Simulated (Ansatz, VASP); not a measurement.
**Two plane-wave programs on Hf2TiN3**

```
Hf Ti N
1.0
    -0.00003    0.00002    5.36453
     5.35761   -0.00005   -0.00006
    -2.67884    4.63966    0.00008
Hf Ti N
4 2 6
Direct
  0.50000 0.99999 0.00000
  0.00000 0.33541 0.33541
  0.00000 0.00001 0.66460
  0.00000 0.66460 0.00000
  0.50001 0.66665 0.33332
  0.50000 0.33332 0.66666
  0.74420 0.33758 0.00000
  0.74420 0.00000 0.33758
  0.74420 0.66243 0.66243
  0.25580 0.33758 0.00000
  0.25580 0.00000 0.33757
  0.25580 0.66243 0.66242
```

Change from the starting cell: cell x1, atoms moved at random (sigma 0.15 Å) and cell strained at random (1.5 %), then relaxed without symmetry.

Alike in both runs: functional PBE; k mesh 4 × 6 × 6; occupations gaussian, width 0.2 eV; no spin polarisation.

Ansatz relaxed the structure, and its values are those at the end. VASP's run is a single point on that final structure, the one shown.

```csv
,VASP,Ansatz
version,VASP 6.6.1,Ansatz 0.2.0
potentials or method,"VASP PAW PBE potentials, release 64 (Hf_pv, Ti_sv, N), cutoff 520 eV","scalar-relativistic, plane waves, PAW"
valence electrons in the cell,94,158
```

|  | VASP | Ansatz | Ansatz less VASP |
| --- | --- | --- | --- |
| gap on the k mesh at the Fermi level (eV) | none | none | - |
| pressure (GPa) | -1.5 | 0.0 | +1.52 |
| rms of the force components (eV/Å) | 0.042 | 0.000 | -0.0412 |

A gap of «none» marks a metal or a gap that the smearing closes. VASP's potentials hold 94 valence electrons a cell and Ansatz's 158, so a difference there can come from the potentials and not from the codes.

Spin-orbit coupling is off throughout.
